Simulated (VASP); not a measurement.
# Au (Fm-3m) in VASP: notebook, part 2 of 2

VASP 6.6.1.

## Step 4: Single point, PBE (18.51 Å³/atom)

This run uses another cell than the first one, of 18.51 Å³/atom.

File INCAR:

```
PREC = Accurate
ENCUT = 500
EDIFF = 1E-6
ISMEAR = 0
SIGMA = 0.1
LREAL = F
LASPH = T
NELM = 120
ALGO = Normal
ISIF = 2
LWAVE = F
LCHARG = F
GGA = PE
NBANDS = 12
GGA_COMPAT = F
```

File KPOINTS:

```
Automatic mesh
0
Gamma
  18 18 18
```

File POSCAR:

```
Au
1.0
    0.0000000000      2.0994667606      2.0994667606
    2.0994667606      0.0000000000      2.0994667606
    2.0994667606      2.0994667606      0.0000000000
Au
1
Direct
    0.0000000000      0.0000000000      0.0000000000
```

On the command line:

```
$ cat potpaw_PBE.64/Au/POTCAR > POTCAR
$ mpirun -np 1 vasp_std > vasp.out
```

It took 42 s on 1 thread of Intel Xeon Platinum 8375C at 2.90GHz (Ice Lake), shared host; peak memory 0.17 GiB.

The run converged. Its results:

- Free energy: -3.2154 eV
- Pressure: -4.0 GPa
- Band gap on the k mesh: zero (an odd number of electrons rules out a gap without spin polarisation)

Levels at points of the mesh, in eV from the Fermi level:
| k point | band 3 | band 4 | band 5 | band 6 | band 7 | band 8 | band 9 | band 10 |
| --- | --- | --- | --- | --- | --- | --- | --- | --- |
| (0.00, 0.00, 0.00) | -4.21 | -4.21 | -2.91 | -2.91 | 14.66 | 18.19 | 18.19 | 18.19 |
| (0.50, 0.00, 0.00) | -4.24 | -1.87 | -1.87 | -0.52 | 2.71 | 14.10 | 16.56 | 16.56 |
| (0.50, 0.50, 0.00) | -1.91 | -1.59 | -1.59 | 1.31 | 5.19 | 9.83 | 9.83 | 16.39 |

Caveat: the cell stands under tension; spin-orbit coupling is left out, which moves the levels of the heavy elements.

## Step 5: Single point, PBE (19.05 Å³/atom)

This run uses another cell than the first one, of 19.05 Å³/atom.

File INCAR:

```
SYSTEM = Au
  ALGO = Normal
  EDIFF = 1E-6
  ENCUT = 500
  GGA = PE
  GGA_COMPAT = .False.
  ISIF = 2
  ISMEAR = 0
  LASPH = .True.
  LCHARG = .False.
  LREAL = .False.
  LWAVE = .False.
  NBANDS = 12
  NELM = 120
  PREC = Accurate
  SIGMA = 0.1
```

File KPOINTS:

```
k-points
0
Gamma
  18 18 18
  0 0 0
```

File POSCAR:

```
Au
1.0
    0.0000000000      2.1196551794      2.1196551794
    2.1196551794      0.0000000000      2.1196551794
    2.1196551794      2.1196551794      0.0000000000
Au
1
Direct
    0.0000000000      0.0000000000      0.0000000000
```

On the command line:

```
$ cat potpaw_PBE.64/Au/POTCAR > POTCAR
$ mpirun -np 1 vasp_std > vasp.out
```

It took 32 s on 1 thread of Intel Xeon Platinum 8375C at 2.90GHz (Ice Lake), shared host; peak memory 0.17 GiB.

It converged, with:

```
Free energy            : -3.1969 eV
Pressure               : -7.1 GPa
Band gap on the k mesh : zero (an odd number of electrons rules out a gap without spin polarisation)
```

Levels at points of the mesh, in eV from the Fermi level:
| k point | band 2 | band 3 | band 4 | band 5 | band 6 | band 7 | band 8 | band 9 | band 10 | band 11 |
| --- | --- | --- | --- | --- | --- | --- | --- | --- | --- | --- |
| (0.00, 0.00, 0.00) | -4.07 | -4.07 | -4.07 | -2.83 | -2.83 | 14.68 | 18.04 | 18.04 | 18.04 | 22.61 |
| (0.50, 0.00, 0.00) | -4.10 | -4.10 | -1.84 | -1.84 | -0.39 | 2.58 | 14.11 | 16.34 | 16.34 | 23.37 |
| (0.50, 0.50, 0.00) | -5.78 | -1.88 | -1.58 | -1.58 | 1.39 | 4.99 | 9.75 | 9.75 | 16.10 | 18.42 |

Caveat: the cell stands under tension; spin-orbit coupling is left out, which moves the levels of the heavy elements.

## Step 6: Single point, PBE (19.59 Å³/atom)

This run uses another cell than the first one, of 19.59 Å³/atom.

File INCAR:

```
SYSTEM = Au
PREC = Accurate
ENCUT = 500
EDIFF = 1E-6
ISMEAR = 0
SIGMA = 0.1
LREAL = .False.
LASPH = .True.
NELM = 120
ALGO = Normal
ISIF = 2
LWAVE = .False.
LCHARG = .False.
GGA = PE
NBANDS = 12
GGA_COMPAT = .False.
```

File KPOINTS:

```
regular mesh
0
Gamma
  18 18 18
  0 0 0
```

File POSCAR:

```
Au
1.0
    0.0000000000      2.1394661892      2.1394661892
    2.1394661892      0.0000000000      2.1394661892
    2.1394661892      2.1394661892      0.0000000000
Au
1
Direct
    0.0000000000      0.0000000000      0.0000000000
```

Potentials or basis: VASP PAW PBE potentials, release 64 (Au).

On the command line:

```
$ cat potpaw_PBE.64/Au/POTCAR > POTCAR
$ mpirun -np 1 vasp_std > vasp.out
```

OUTCAR:

```text
SYSTEM = Au
   PREC = Accurate
   ENCUT = 500
   EDIFF = 1E-6
   ISMEAR = 0
   LREAL = .False.
   LASPH = .True.
   NELM = 120
   ISIF = 2
   GGA = PE

 ion  position               nearest neighbor table
   1  0.000  0.000  0.000-

  LATTYP: Found a face centered cubic cell.
 ALAT       =     4.2789323784

  Lattice vectors:

 A1 = (   0.0000000000,   2.1394661892,   2.1394661892)
 A2 = (   2.1394661892,   0.0000000000,   2.1394661892)
 A3 = (   2.1394661892,   2.1394661892,   0.0000000000)

Analysis of symmetry for initial positions (statically):
=====================================================================
 Subroutine PRICEL returns:
 Original cell was already a primitive cell.

 Routine SETGRP: Setting up the symmetry group for a
 face centered cubic supercell.

 Subroutine GETGRP returns: Found 48 space group operations
 (whereof 48 operations were pure point group operations)
 out of a pool of 48 trial point group operations.

The static configuration has the point symmetry O_h .

Analysis of symmetry for dynamics (positions and initial velocities):
[... 170 lines left out ...]
      4       3.3103      2.00000
      5       4.4917      2.00000
      6       4.4917      2.00000
      7      21.9439      0.00000
      8      25.1385      0.00000
      9      25.1385      0.00000
     10      25.1385      0.00000
     11      29.6344      0.00000
     12      32.9371      0.00000
[... 331 lines left out ...]
 k-point    24 :      -0.2222    0.0556    0.0000
  band No.  band energies     occupation
      1       0.4551      2.00000
      2       3.1333      2.00000
      3       3.5608      2.00000
      4       3.5853      2.00000
      5       4.4328      2.00000
      6       4.8079      2.00000
      7      17.9878      0.00000
      8      22.5583      0.00000
      9      24.5388      0.00000
     10      27.0064      0.00000
     11      27.1965      0.00000
     12      28.8676      0.00000

 [... further k-points ...]

------------------------ aborting loop because EDIFF is reached ----------------------------------------

  FORCE on cell =-STRESS in cart. coord.  units (eV):
  Direction    XX          YY          ZZ          XY          YZ          ZX
  --------------------------------------------------------------------------------------
  -------------------------------------------------------------------------------------
  Total       -1.1574048     -1.1574048     -1.1574048      0.0000000      0.0000000      0.0000000
  in kB      -94.6781132    -94.6781132    -94.6781132      0.0000000      0.0000000      0.0000000
  external PRESSURE =     -94.6781132 kB  Pullay stress =       0.0000000 kB

 VOLUME and BASIS-vectors are now :
 -----------------------------------------------------------------------------
  energy-cutoff  :      500.00
  volume of cell :       19.59
      direct lattice vectors                 reciprocal lattice vectors
     0.000000000  2.139466189  2.139466189    -0.233703156  0.233703156  0.233703156
     2.139466189  0.000000000  2.139466189     0.233703156 -0.233703156  0.233703156
     2.139466189  2.139466189  0.000000000     0.233703156  0.233703156 -0.233703156

 POSITION                                       TOTAL-FORCE (eV/Angst)
 -----------------------------------------------------------------------------------
      0.00000      0.00000      0.00000        -0.000000     -0.000000     -0.000000
 -----------------------------------------------------------------------------------
    total drift:                               -0.000000      0.000000      0.000000

  FREE ENERGIE OF THE ION-ELECTRON SYSTEM (eV)
  ---------------------------------------------------
  free  energy   TOTEN  =        -3.1693039008 eV

  energy  without entropy=       -3.1677812701  energy(sigma->0) =       -3.16854259
```

OSZICAR:

```text
N       E                     dE             d eps       ncg     rms          rms(c)
DAV:   1     0.468540676943E+02    0.46854E+02   -0.53360E+03  4952   0.773E+02
DAV:   2    -0.281007022515E+01   -0.49664E+02   -0.46832E+02  5472   0.177E+02
DAV:   3    -0.341678116921E+01   -0.60671E+00   -0.60609E+00  5672   0.191E+01
DAV:   4    -0.341907085327E+01   -0.22897E-02   -0.22896E-02  5604   0.135E+00
DAV:   5    -0.341909029807E+01   -0.19445E-04   -0.19445E-04  5684   0.121E-01    0.612E+00
DAV:   6    -0.318103209575E+01    0.23806E+00   -0.74608E-01  5144   0.671E+00    0.422E+00
DAV:   7    -0.317057458355E+01    0.10458E-01   -0.37512E-02  5632   0.154E+00    0.236E+00
DAV:   8    -0.316931031856E+01    0.12643E-02   -0.85424E-04  5184   0.244E-01    0.216E-01
DAV:   9    -0.316929632230E+01    0.13996E-04   -0.10305E-05  5660   0.266E-02    0.164E-02
DAV:  10    -0.316930400918E+01   -0.76869E-05   -0.45476E-06  5392   0.208E-02    0.478E-03
DAV:  11    -0.316930390082E+01    0.10836E-06   -0.89612E-08  3116   0.230E-03
   1 F= -.31693039E+01 E0= -.31685426E+01  d E =-.152263E-02
```

stdout:

```text
POSCAR found type information on POSCAR Au
 POSCAR found :  1 types and       1 ions
 scaLAPACK will be used
 LDA part: xc-table for (Slater+PW92), standard interpolation
 POSCAR, INCAR and KPOINTS ok, starting setup
 FFT: planning ... GRIDC
 FFT: planning ... GRID_SOFT
 FFT: planning ... GRID
 WAVECAR not read
 entering main loop
```

Run time: 35 s. Hardware: 1 thread of Intel Xeon Platinum 8375C at 2.90GHz (Ice Lake), shared host; peak memory 0.17 GiB.

Results:

```
Free energy            : -3.1693 eV
Pressure               : -9.5 GPa
Band gap on the k mesh : zero (an odd number of electrons rules out a gap without spin polarisation)
```

Caveat: the cell stands under tension; spin-orbit coupling is left out, which moves the levels of the heavy elements.

## Step 7: Relaxation of cell and atoms, PBE

This run uses another cell than the first one, of 18.19 Å³/atom.

File INCAR:

```
  PREC = Accurate
  ENCUT = 500
  EDIFF = 1E-7
  ISMEAR = 0
  SIGMA = 0.1
  LREAL = F
  LASPH = T
  NELM = 120
  ALGO = Normal
  ISIF = 3
  LWAVE = F
  LCHARG = F
  GGA = PE
  IBRION = 2
  NSW = 50
  EDIFFG = -0.003
  GGA_COMPAT = F
  NELMIN = 4
```

File KPOINTS:

```
regular mesh
0
Gamma
  18 18 18
```

File POSCAR:

```
Au
1.0
    0.0000000000      2.0872721172      2.0872721172
    2.0872721172      0.0000000000      2.0872721172
    2.0872721172      2.0872721172      0.0000000000
Au
1
Direct
    0.0000000000      0.0000000000      0.0000000000
```

On the command line:

```
$ cat potpaw_PBE.64/Au/POTCAR > POTCAR
$ mpirun -np 1 vasp_std > vasp.out
```

Run time: 67 s. Hardware: 1 thread of Intel Xeon Platinum 8375C at 2.90GHz (Ice Lake), shared host; peak memory 0.17 GiB.

Results (log left out):

```
Free energy                           : -3.2226 eV
Relaxed volume                        : 17.94 Å³/atom
Relaxed cell                          : a = 2.938 Å, b = 2.938 Å, c = 2.938 Å, α = 60.00°, β = 60.00°, γ = 60.00°
Space group after relaxing (to 0.1 Å) : Fm-3m (No. 225)
Energy gained by relaxing             : 1.5 meV/atom
Ionic steps                           : 3
Pressure after relaxing               : 0.0 GPa
Band gap on the k mesh                : zero (an odd number of electrons rules out a gap without spin polarisation)
```

The path:
```csv
step,energy change (eV),largest force (eV/Å),pressure (GPa),volume (Å³)
1,0.0000,0.0000,-1.85,18.19
2,0.0009,0.0000,2.52,17.64
3,-0.0015,0.0000,0.00,17.94
```

Final structure:
```cif
data_structure
_symmetry_space_group_name_H-M 'P 1'
_symmetry_Int_Tables_number 1
_cell_length_a 2.9384
_cell_length_b 2.9384
_cell_length_c 2.9384
_cell_angle_alpha 60.000
_cell_angle_beta 60.000
_cell_angle_gamma 60.000
_cell_volume 17.94
loop_
_atom_site_label
_atom_site_type_symbol
_atom_site_fract_x
_atom_site_fract_y
_atom_site_fract_z
_atom_site_occupancy
Au1 Au 0.00000 0.00000 0.00000 1
```

Levels at points of the mesh, in eV from the Fermi level:
| k point | band 4 | band 5 | band 6 | band 7 | band 8 | band 9 |
| --- | --- | --- | --- | --- | --- | --- |
| (0.00, 0.00, 0.00) | -4.38 | -3.00 | -3.00 | 14.63 | 18.33 | 18.33 |
| (0.50, 0.00, 0.00) | -1.90 | -1.90 | -0.67 | 2.85 | 14.07 | 16.79 |
| (0.50, 0.50, 0.00) | -1.61 | -1.61 | 1.21 | 5.41 | 9.91 | 9.91 |

Caveat: spin-orbit coupling is left out, which moves the levels of the heavy elements.

## Step 8: Overview

| task | cell | gap on the mesh (eV) | pressure (GPa) |
| --- | --- | --- | --- |
| single point | a = 2.910 Å, angles 60.0°, 1 atom | none | 4.5 |
| single point | a = 2.940 Å, angles 60.0°, 1 atom | none | -0.2 |
| single point | a = 2.969 Å, angles 60.0°, 1 atom | none | -4.0 |
| single point | a = 2.998 Å, angles 60.0°, 1 atom | none | -7.1 |
| single point | a = 3.026 Å, angles 60.0°, 1 atom | none | -9.5 |
| relaxation of cell and atoms | relaxed from a = 2.952 Å, angles 60.0°, 1 atom | none | 0.0 |

Alike in all rows: level PBE; potentials or basis VASP PAW PBE potentials, release 64 (Au); no spin polarisation; k mesh 18 × 18 × 18; cutoff (eV) 500; smearing gaussian 0.1 eV.

Caveats: spin-orbit coupling is left out, which moves the levels of the heavy elements; the cell stands under tension (at least some runs); the cell stands under pressure (at least some runs).

Total energies depend on the potentials used, so only differences within one code and one set of settings carry meaning.
